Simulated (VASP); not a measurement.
Runs of VASP 6.6.1 on GeMo. The structure is that of space group Fd-3m (No. 227), or close to it. The cells are those of the table. 

```csv
task,cell,k mesh,cutoff (eV),gap on the mesh (eV),pressure (GPa),relaxed volume (Å³/atom)
relaxation of cell and atoms,"relaxed from a = 4.495 Å, angles 60.0°, 4 atoms",6 × 6 × 6,600,-,0.0,16.12
single point,"a = 4.622 Å, angles 60.0°, 4 atoms",6 × 6 × 6,520,-,(a),-
single point,"a = 4.495 Å, angles 60.0°, 4 atoms",6 × 6 × 6,520,-,0.7,-
single point,"a = 4.495 Å, angles 60.0°, 4 atoms",4 × 4 × 4,520,0.34,0.3,-
relaxation of cell and atoms,"relaxed from a = 4.622 Å, angles 60.0°, 4 atoms",4 × 4 × 4,600,0.34,-0.4,16.12
```

Alike in all rows: level PBE; potentials or basis VASP PAW PBE potentials, release 64 (Ge_d, Mo_sv); no spin polarisation; smearing gaussian 0.1 eV.

Question: Fill in the values left out.

Answer: (a) -11.4.

Caveats: some runs use coarse meshes.

A k mesh can miss the band edges, and the runs leave out spin-orbit coupling on Ge, Mo.
